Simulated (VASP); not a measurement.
Here is a VASP 6.6.1 calculation.

INCAR

```
ALGO = Fast
EDIFF = 1E-6
ENCUT = 520
GGA = PE
ISIF = 2
ISMEAR = 0
LASPH = True
LCHARG = False
LREAL = False
LWAVE = False
NBANDS = 16
NELM = 100
PREC = Accurate
SIGMA = 0.1
```

File KPOINTS:

```
k-points
0
Gamma
  14 14 14
```

The input POSCAR:

```
TaAl2
1.0
   -2.3019501404      2.3019501404      2.8959414670
    2.3019501404     -2.3019501404      2.8959414670
    2.3019501404      2.3019501404     -2.8959414670
Ta Al
1 2
Direct
    0.5000000000      0.5000000000      0.0000000000
    0.7500000000      0.2500000000      0.5000000000
    0.2500000000      0.7500000000      0.5000000000
```

Potentials or basis: VASP PAW PBE potentials, release 64 (Ta_pv, Al).

Command:

```bash
$ cat potpaw_PBE.64/Ta_pv/POTCAR potpaw_PBE.64/Al/POTCAR > POTCAR
$ mpirun -np 1 vasp_std > vasp.out
```

Q: What does it give for the pressure?

A: 0.0 GPa.
